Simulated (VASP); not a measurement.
The system is W.

```
W
1.0
     2.87085    0.00000    0.00000
     1.43543    2.48623    0.00000
     1.43543    0.82874    2.34404
W
1
Direct
  0.00000 0.00000 0.00000
```

Base run:

| Quantity | Value |
| --- | --- |
| Program | VASP 6.6.1 |
| Functional | PBE |
| Potentials or basis | VASP PAW PBE potentials, release 64 (W_sv) |
| Cutoff | 520 eV |
| k mesh | 9 × 9 × 9 |
| Occupations | fermi-dirac, width 0.1 eV |
| Spin | no spin polarisation |

Its results: band gap on the k mesh zero (band 7 reaches 12.62 eV, above the bottom of band 8 at 9.70 eV); pressure -4.7 GPa.

Task: The run is repeated on the same cell with these changes: k mesh from 9 × 9 × 9 to 3 × 3 × 3. What comes out?

Result: Band gap on the k mesh zero (band 7 reaches 10.39 eV, above the bottom of band 8 at 9.71 eV); pressure 1.9 GPa.

Caveats: some runs use coarse meshes; spin-orbit coupling is left out, which moves the levels of the heavy elements.
